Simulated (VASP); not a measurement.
Set up this calculation in VASP 6.6.1, as the native input.

- Task: single point
- Functional: LDA
- Potentials or basis: VASP PAW LDA potentials, release 64 (Mg, O)
- Cutoff: 520 eV
- k mesh: 8 × 8 × 2
- Occupations: gaussian, width 0.05 eV
- Spin: no spin polarisation
- Dipole correction: no
- Further INCAR settings: ALGO = Normal; EDIFF = 1e-07; NBANDS = 36

The structure of MgO lies in POSCAR:

```
MgO
1.0
   -3.4517839558      0.0000000000      0.0000000000
   -1.7258919779     -2.9893325941      0.0000000000
   -3.0682524052     -1.9928883961     12.4189476803
Mg O
6 6
Direct
    0.6203611111      0.6111000000      0.0833500000
    0.4351759259      0.3888777778      0.4166833333
    0.2499907407      0.1666555556      0.7500166667
   -0.1759351852     -0.2777888889      0.9166833333
    0.1944351852      0.1666555556      0.2500166667
    0.0092500000     -0.0555666667      0.5833500000
    0.1573981481      0.0555444444      0.9166833333
    0.5277685185      0.4999888889      0.2500166667
    0.3425833333      0.2777666667      0.5833500000
    0.2870277778      0.2777666667      0.0833500000
    0.1018425926      0.0555444444      0.4166833333
   -0.0833425926     -0.1666777778      0.7500166667
```

These files were run (other wordings do the same):

INCAR

```
  PREC = Accurate
  ENCUT = 520
  EDIFF = 1E-7
  ISMEAR = 0
  SIGMA = 0.05
  LREAL = False
  LASPH = True
  NELM = 80
  ALGO = Normal
  ISIF = 2
  LWAVE = False
  LCHARG = True
  GGA = CA
  LELF = True
  LVHAR = True
  NBANDS = 36
```

KPOINTS

```
regular mesh
0
Gamma
  8 8 2
```

Potentials or basis: VASP PAW LDA potentials, release 64 (Mg, O).

Launch:

```sh
$ cat potpaw_LDA.64/Mg/POTCAR potpaw_LDA.64/O/POTCAR > POTCAR
$ mpirun -np 1 vasp_std > vasp.out
```

Results of the run:

| Item | Value |
| --- | --- |
| Pressure | -1.1 GPa |
| Largest force | 4.573 eV/Å |
| Band gap on the k mesh | 2.97 eV, direct |

Caveat: forces of over 1 eV/Å act on the atoms, so gaps and moduli don't describe the material at rest.

It took 11 min on 1 thread of Oxide Virtual Turin-like Processor (shared host), peak memory 0.33 GiB.
